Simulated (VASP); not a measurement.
**HfF: relaxation of cell and atoms with PBE**

The system is HfF.

```xyz
2
Lattice="0.0000 2.4837 2.4837 2.4837 0.0000 2.4837 2.4837 2.4837 0.0000" Properties=species:S:1:pos:R:3 pbc="T T T"
Hf    0.0000    0.0000    0.0000
F     2.4837    2.4837    2.4837
```

```
Program                : VASP 6.6.1
Task                   : relaxation of cell and atoms
Functional             : PBE
Potentials or basis    : VASP PAW PBE potentials, release 64 (Hf_pv, F)
Cutoff                 : 600 eV
k mesh                 : 20 × 20 × 20
Occupations            : gaussian, width 0.1 eV
Spin                   : no spin polarisation
Dipole correction      : no
Further INCAR settings : ALGO = Normal; EDIFF = 1e-06; IBRION = 2; EDIFFG = -0.01; NSW = 100; ISIF = 3
```

| Item | Value |
| --- | --- |
| Relaxed volume | 14.68 Å³/atom |
| Relaxed cell | a = 3.463 Å, b = 3.463 Å, c = 3.463 Å, α = 60.00°, β = 60.00°, γ = 60.00° |
| Space group after relaxing (to 0.1 Å) | Fm-3m (No. 225) |
| Energy gained by relaxing | 8.7 meV/atom |
| Ionic steps | 3 |
| Pressure after relaxing | 0.0 GPa |
| Band gap on the k mesh | zero (an odd number of electrons rules out a gap without spin polarisation) |

The path:
```
step  energy change (eV)  largest force (eV/Å)  pressure (GPa)  volume (Å³)
   1              0.0000                0.0000           -4.17        30.64
   2             -0.0150                0.0000            1.70        28.91
   3             -0.0173                0.0000           -0.01        29.36
```

Final structure:
```cif
data_structure
_symmetry_space_group_name_H-M 'P 1'
_symmetry_Int_Tables_number 1
_cell_length_a 3.4627
_cell_length_b 3.4627
_cell_length_c 3.4627
_cell_angle_alpha 60.000
_cell_angle_beta 60.000
_cell_angle_gamma 60.000
_cell_volume 29.36
loop_
_atom_site_label
_atom_site_type_symbol
_atom_site_fract_x
_atom_site_fract_y
_atom_site_fract_z
_atom_site_occupancy
Hf1 Hf 0.00000 0.00000 0.00000 1
F1 F 0.50000 0.50000 0.50000 1
```

Levels at points of the mesh, in eV from the Fermi level:
```csv
k point,band 6,band 7,band 8,band 9,band 10,band 11,band 12
"(0.00, 0.00, 0.00)",-7.94,-7.94,-4.26,-0.17,-0.17,-0.17,1.61
"(0.50, 0.00, 0.00)",-8.76,-8.76,-0.60,1.82,1.84,1.84,4.35
"(0.50, 0.50, 0.00)",-8.18,-8.18,-2.79,0.27,3.12,3.65,3.91
```

It took 91 s on 1 thread of Intel(R) Xeon(R) 6975P-C (Granite Rapids), on a shared host, peak memory 0.27 GiB.

Caveat: spin-orbit coupling is left out, which moves the levels of the heavy elements; an odd number of electrons without spin polarisation forces a metal; a magnetic or distorted state may lie lower.
